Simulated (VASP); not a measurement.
# Ge: single point with PBE

Crystal: Ge.

```
CELL_PARAMETERS angstrom
2.17328 0.00000 0.00000
-1.08664 1.88211 0.00000
0.00000 0.00000 2.03730
ATOMIC_POSITIONS crystal
Ge 0.00000 0.00000 0.00000
```

```
Program                : VASP 6.6.1
Task                   : single point
Functional             : PBE
Potentials or basis    : VASP PAW PBE potentials, release 64 (Ge_d)
Cutoff                 : 520 eV
k mesh                 : 20 × 20 × 19
Occupations            : fermi-dirac, width 0.1 eV
Spin                   : no spin polarisation
Dipole correction      : no
Further INCAR settings : ALGO = Normal; EDIFF = 1e-06; NBANDS = 13
```

```
Pressure               : 393.6 GPa
Band gap on the k mesh : zero (band 7 reaches 32.06 eV, above the bottom of band 8 at 13.46 eV)
```

Stress tensor (GPa, compression positive):
```
392.78   0.00   0.00
  0.00 392.78   0.00
  0.00   0.00 395.19
```

Levels at points of the mesh, in eV from the Fermi level:
```tsv
k point	band 5	band 6	band 7	band 8	band 9	band 10
(0.00, 0.00, 0.00)	-26.40	-23.94	11.21	14.90	17.07	17.07
(0.50, 0.00, 0.00)	-26.39	-13.51	-11.21	6.60	11.83	21.32
```

Wall time 21 s on 1 thread of Intel(R) Xeon(R) Platinum 8488C (Sapphire Rapids), on a shared host, peak memory 0.15 GiB.
